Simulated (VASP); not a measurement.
# ZrSnI6 (Fm-3m) in VASP: settings compared, part 2 of 2

VASP 6.6.1.

### 3 Single point, r2SCAN+rVV10

This run uses another cell than the first one, of 53.03 Å³/atom.

POSCAR

```
ZrSnI6
1.0
    0.0000000000      5.9637914540      5.9637914540
    5.9637914540      0.0000000000      5.9637914540
    5.9637914540      5.9637914540      0.0000000000
Zr Sn I
1 1 6
Direct
    0.5000000000      0.5000000000      0.5000000000
    0.0000000000      0.0000000000      0.0000000000
    0.7391932923      0.2608067077      0.2608067077
    0.2608067077      0.7391932923      0.7391932923
    0.2608067077      0.7391932923      0.2608067077
    0.7391932923      0.2608067077      0.7391932923
    0.2608067077      0.2608067077      0.7391932923
    0.7391932923      0.7391932923      0.2608067077
```

INCAR.step1

```
ALGO = Normal
EDIFF = 1E-5
ENCUT = 550
GGA = PE
GGA_COMPAT = False
ISMEAR = -1
LASPH = True
LCHARG = False
LREAL = False
LWAVE = True
NBANDS = 44
NELM = 120
PREC = Accurate
SIGMA = 0.03
```

INCAR.step2

```
ALGO = Normal
BPARAM = 11.95
CPARAM = 0.0093
EDIFF = 1E-6
ENCUT = 550
GGA_COMPAT = False
ISIF = 2
ISMEAR = -1
ISTART = 1
IVDW_NL = 2
LASPH = True
LCHARG = True
LELF = True
LMIXTAU = True
LREAL = False
LUSE_VDW = True
LVHAR = True
LWAVE = False
METAGGA = R2SCAN
NBANDS = 44
NELM = 120
PREC = Accurate
SIGMA = 0.03
```

KPOINTS

```
k-points
0
Gamma
  4 4 4
```

Potentials or basis: VASP PAW PBE potentials, release 64 (Zr_sv, Sn_d, I).

Run with:

```console
$ cat potpaw_PBE.64/Zr_sv/POTCAR potpaw_PBE.64/Sn_d/POTCAR potpaw_PBE.64/I/POTCAR > POTCAR
$ cp INCAR.step1 INCAR
$ mpirun -np 1 vasp_std > vasp.out
$ cp INCAR.step2 INCAR
$ mpirun -np 1 vasp_std > vasp.out
```

OUTCAR:

```text
BPARAM = 11.95
   EDIFF = 1E-6
   ENCUT = 550
   ISIF = 2
   ISMEAR = -1
   ISTART = 1
   IVDW_NL = 2
   LASPH = True
   LREAL = False
   METAGGA = R2SCAN
   NELM = 120
   PREC = Accurate

 ion  position               nearest neighbor table
   1  0.500  0.500  0.500-   3 2.85   4 2.85   5 2.85   6 2.85   7 2.85   8 2.85
   2  0.000  0.000  0.000-   3 3.11   4 3.11   5 3.11   6 3.11   7 3.11   8 3.11
   3  0.739  0.261  0.261-   1 2.85   2 3.11
   4  0.261  0.739  0.739-   1 2.85   2 3.11
   5  0.261  0.739  0.261-   1 2.85   2 3.11
   6  0.739  0.261  0.739-   1 2.85   2 3.11
   7  0.261  0.261  0.739-   1 2.85   2 3.11
   8  0.739  0.739  0.261-   1 2.85   2 3.11

  LATTYP: Found a face centered cubic cell.
 ALAT       =    11.9275829080

  Lattice vectors:

 A1 = (   0.0000000000,   5.9637914540,   5.9637914540)
 A2 = (   5.9637914540,   0.0000000000,   5.9637914540)
 A3 = (   5.9637914540,   5.9637914540,   0.0000000000)

Analysis of symmetry for initial positions (statically):
=====================================================================
 Subroutine PRICEL returns:
 Original cell was already a primitive cell.

 Routine SETGRP: Setting up the symmetry group for a
 face centered cubic supercell.

 Subroutine GETGRP returns: Found 48 space group operations
 (whereof 48 operations were pure point group operations)
 out of a pool of 48 trial point group operations.

The static configuration has the point symmetry O_h .

Analysis of symmetry for dynamics (positions and initial velocities):
=====================================================================
 Subroutine PRICEL returns:
 Original cell was already a primitive cell.

 Routine SETGRP: Setting up the symmetry group for a
 face centered cubic supercell.

 Subroutine GETGRP returns: Found 48 space group operations
 (whereof 48 operations were pure point group operations)
[... 121 lines left out ...]
   LORBIT       =      0    0 simple, 1 ext, 2 COOP (PROOUT), +10 PAW based schemes
   METAGGA = R2SCAN    functional components
   LHFCALC =     F    Hartree Fock is set to
   AEXX    =    0.0000 exact exchange contribution
   IVDW_NL    =     2    kernel type
   BPARAM     =11.9500
   IVDW    =     0    specifies the selected vdW correction
   LEPSILON=     F    determine dielectric tensor
   LRPA    =     F    only Hartree local field effects (RPA)
 non-spin polarized calculation
  energy-cutoff  :      550.00
  volume of cell :      424.23
 maximum number of plane-waves:     12444
 NGX is ok and might be reduce to    70
   NGX = 33   NGY = 33   NGZ = 33

 number of electron      68.0000007 magnetization

 Free energy of the ion-electron system (eV)
  ---------------------------------------------------
  ext. energy  EPLUGINS =         0.00000000
  ---------------------------------------------------
  free energy    TOTEN  =      -198.22039844 eV

  energy without entropy =     -198.22039844  energy(sigma->0) =     -198.22039844

 E-fermi :   1.0190     XC(G=0):  -7.1840

 val. band max:        0.2312790383   @ k =   0.0000   0.0000   0.0000
 cond. band min:       2.0654428672   @ k =   0.5000   0.0000   0.0000
 fundamental gap:      1.8341638289
 Fermi energy:         1.0189588585

 k-point     1 :       0.0000    0.0000    0.0000
  band No.  band energies     occupation
      1     -51.1472      2.00000
      2     -28.4221      2.00000
      3     -28.4221      2.00000
      4     -28.4221      2.00000
      5     -21.6943      2.00000
      6     -21.6943      2.00000
[... 365 lines left out ...]
     43       7.0665      0.00000
     44       7.0665      0.00000

------------------------ aborting loop because EDIFF is reached ----------------------------------------

  FORCE on cell =-STRESS in cart. coord.  units (eV):
  Direction    XX          YY          ZZ          XY          YZ          ZX
  --------------------------------------------------------------------------------------
  -------------------------------------------------------------------------------------
  Total        0.1050460      0.1050460      0.1050460      0.0000000     -0.0000000      0.0000000
  in kB        0.3967278      0.3967278      0.3967278      0.0000000     -0.0000000      0.0000000
  external PRESSURE =       0.3967278 kB  Pullay stress =       0.0000000 kB

 VOLUME and BASIS-vectors are now :
 -----------------------------------------------------------------------------
  energy-cutoff  :      550.00
  volume of cell :      424.23
      direct lattice vectors                 reciprocal lattice vectors
     0.000000000  5.963791454  5.963791454    -0.083839283  0.083839283  0.083839283
     5.963791454  0.000000000  5.963791454     0.083839283 -0.083839283  0.083839283
     5.963791454  5.963791454  0.000000000     0.083839283  0.083839283 -0.083839283

 POSITION                                       TOTAL-FORCE (eV/Angst)
 -----------------------------------------------------------------------------------
      5.96379      5.96379      5.96379         0.000000      0.000000      0.000000
      0.00000      0.00000      0.00000         0.000000      0.000000      0.000000
      3.11079      5.96379      5.96379         0.000663      0.000000      0.000000
      8.81679      5.96379      5.96379        -0.000663      0.000000      0.000000
      5.96379      3.11079      5.96379         0.000000      0.000663      0.000000
      5.96379      8.81679      5.96379         0.000000     -0.000663      0.000000
      5.96379      5.96379      3.11079         0.000000      0.000000      0.000663
      5.96379      5.96379      8.81679         0.000000      0.000000     -0.000663
 -----------------------------------------------------------------------------------
    total drift:                               -0.000000      0.000000      0.000000

  FREE ENERGIE OF THE ION-ELECTRON SYSTEM (eV)
  ---------------------------------------------------
  free  energy   TOTEN  =      -198.2203984360 eV

  energy  without entropy=     -198.2203984360  energy(sigma->0) =     -198.22039844
```

Wall time 30 min (1 thread of Intel Xeon 6975P-C (Granite Rapids), shared host); peak memory 2 GiB.

Results:

```yaml
Free_energy: -198.2204 eV
Pressure: 0.0 GPa
Band_gap_on_the_k_mesh: 1.83 eV (least direct gap 1.90 eV)
```

Levels at points of the mesh, in eV from the valence-band top:
| k point | band 30 | band 31 | band 32 | band 33 | band 34 | band 35 | band 36 | band 37 | band 38 | band 39 |
| --- | --- | --- | --- | --- | --- | --- | --- | --- | --- | --- |
| (0.00, 0.00, 0.00) | -0.65 | -0.65 | 0.00 | 0.00 | 0.00 | 1.90 | 1.90 | 1.90 | 3.31 | 3.31 |
| (0.50, 0.00, 0.00) | -0.52 | -0.48 | -0.48 | -0.30 | -0.14 | 1.83 | 1.97 | 1.97 | 2.37 | 2.37 |
| (0.50, 0.50, 0.00) | -0.83 | -0.83 | -0.69 | -0.69 | -0.01 | 1.90 | 2.38 | 2.38 | 3.70 | 3.70 |

Caveat: the PAW data sets were made with another functional, which shifts forces and pressure a little; spin-orbit coupling is left out, which moves the levels of the heavy elements. A k mesh can miss the band edges.

### 4 Relaxation of cell and atoms, PBEsol

This run uses another cell than the first one, of 44.58 Å³/atom.

INCAR

```
ALGO     = Normal         # electronic algorithm
EDIFF    = 1E-7           # SCF threshold, eV
EDIFFG   = -0.01          # ionic threshold
ENCUT    = 500            # plane-wave cutoff, eV
GGA      = PS             # functional
GGA_COMPAT= False        
IBRION   = 2              # ionic algorithm
ISIF     = 3              # what is computed and relaxed
ISMEAR   = -1             # smearing method
LASPH    = True           # aspherical terms in the spheres
LCHARG   = False          # write CHGCAR
LREAL    = False          # projectors in reciprocal space
LWAVE    = False          # write WAVECAR
NELM     = 120            # most SCF steps
NELMIN   = 4            
NSW      = 100            # ionic steps
PREC     = Accurate       # precision mode
SIGMA    = 0.03           # smearing width, eV
```

KPOINTS is that of step 3.

POSCAR

```
ZrSnI6
1.0
    0.0000000000      5.6286710900      5.6286710900
    5.6286710900      0.0000000000      5.6286710900
    5.6286710900      5.6286710900      0.0000000000
Zr Sn I
1 1 6
Direct
    0.5000000000      0.5000000000      0.5000000000
    0.0000000000      0.0000000000      0.0000000000
    0.7476230800      0.2523769200      0.2523769200
    0.2523769200      0.7476230800      0.7476230800
    0.2523769200      0.7476230800      0.2523769200
    0.7476230800      0.2523769200      0.7476230800
    0.2523769200      0.2523769200      0.7476230800
    0.7476230800      0.7476230800      0.2523769200
```

Run with:

```console
$ cat potpaw_PBE.64/Zr_sv/POTCAR potpaw_PBE.64/Sn_d/POTCAR potpaw_PBE.64/I/POTCAR > POTCAR
$ mpirun -np 1 vasp_std > vasp.out
```

Wall time 12 min (1 thread of Intel Xeon 6975P-C (Granite Rapids), shared host); peak memory 0.6 GiB.

Results (log left out):

```
Free energy                           : -28.6323 eV
Relaxed volume                        : 52.20 Å³/atom
Relaxed cell                          : a = 8.390 Å, b = 8.390 Å, c = 8.390 Å, α = 60.00°, β = 60.00°, γ = 60.00°
Space group after relaxing (to 0.1 Å) : Fm-3m (No. 225)
Energy gained by relaxing             : 117.1 meV/atom
Ionic steps                           : 7
Pressure after relaxing               : 0.0 GPa
Largest force after relaxing          : 0.007 eV/Å
Band gap on the k mesh                : 1.50 eV (least direct gap 1.61 eV)
```

Forces on the atoms (eV/Å):
```
Zr   0.000  0.000  0.000
Sn   0.000  0.000  0.000
I    0.007  0.000  0.000
I   -0.007  0.000  0.000
I    0.000  0.007  0.000
I    0.000 -0.007  0.000
I    0.000  0.000  0.007
I    0.000  0.000 -0.007
```

The path:
```tsv
step	energy change (eV)	largest force (eV/Å)	pressure (GPa)	volume (Å³)
1	0.0000	0.8227	4.58	356.65
2	-0.7712	0.6882	-0.99	426.55
3	-0.7957	0.6881	-0.33	413.97
4	-0.9033	0.3279	-0.03	412.91
5	-0.9318	0.0059	0.29	412.02
6	-0.9368	0.0071	-0.03	418.15
7	-0.9369	0.0068	-0.01	417.58
```

Final structure:
```cif
data_structure
_symmetry_space_group_name_H-M 'P 1'
_symmetry_Int_Tables_number 1
_cell_length_a 8.3898
_cell_length_b 8.3898
_cell_length_c 8.3898
_cell_angle_alpha 60.000
_cell_angle_beta 60.000
_cell_angle_gamma 60.000
_cell_volume 417.58
loop_
_atom_site_label
_atom_site_type_symbol
_atom_site_fract_x
_atom_site_fract_y
_atom_site_fract_z
_atom_site_occupancy
Zr1 Zr 0.50000 0.50000 0.50000 1
Sn1 Sn 0.00000 0.00000 0.00000 1
I1 I 0.73884 0.26116 0.26116 1
I2 I 0.26116 0.73884 0.73884 1
I3 I 0.26116 0.73884 0.26116 1
I4 I 0.73884 0.26116 0.73884 1
I5 I 0.26116 0.26116 0.73884 1
I6 I 0.73884 0.73884 0.26116 1
```

Levels at points of the mesh, in eV from the valence-band top:
| k point | band 31 | band 32 | band 33 | band 34 | band 35 | band 36 | band 37 | band 38 |
| --- | --- | --- | --- | --- | --- | --- | --- | --- |
| (0.00, 0.00, 0.00) | -0.64 | 0.00 | 0.00 | 0.00 | 1.61 | 1.61 | 1.61 | 2.90 |
| (0.50, 0.00, 0.00) | -0.49 | -0.49 | -0.31 | -0.18 | 1.50 | 1.71 | 1.71 | 2.14 |
| (0.50, 0.50, 0.00) | -0.85 | -0.68 | -0.68 | -0.01 | 1.61 | 2.14 | 2.14 | 3.33 |

Caveat: the volume moved by over 15 % at a fixed basis, so the end points are rough; the PAW data sets were made with another functional, which shifts forces and pressure a little; spin-orbit coupling is left out, which moves the levels of the heavy elements. A k mesh can miss the band edges.

### 5 Summary

```tsv
task	level	cell	cutoff (eV)	gap on the mesh (eV)	pressure (GPa)	largest force (eV/Å)
single point	PBEsol	a = 8.388 Å, angles 60.0°, 8 atoms, atomic positions A	500	1.50	0.0	0.01
single point	r2SCAN+rVV10	a = 8.434 Å, angles 60.0°, 8 atoms, atomic positions B	550	1.83	0.0	-
relaxation of cell and atoms	PBEsol	relaxed from a = 7.960 Å, angles 60.0°, 8 atoms, atomic positions C	500	1.50	0.0	0.01
```

Alike in all rows: potentials or basis VASP PAW PBE potentials, release 64 (Zr_sv, Sn_d, I); no spin polarisation; k mesh 4 × 4 × 4; smearing fermi-dirac 0.03 eV.

Caveats: the PAW data sets were made with another functional, which shifts forces and pressure a little; spin-orbit coupling is left out, which moves the levels of the heavy elements; the volume moved by over 15 % at a fixed basis, so the end points are rough (at least some runs).

Total energies depend on the potentials used, so only differences within one code and one set of settings carry meaning.
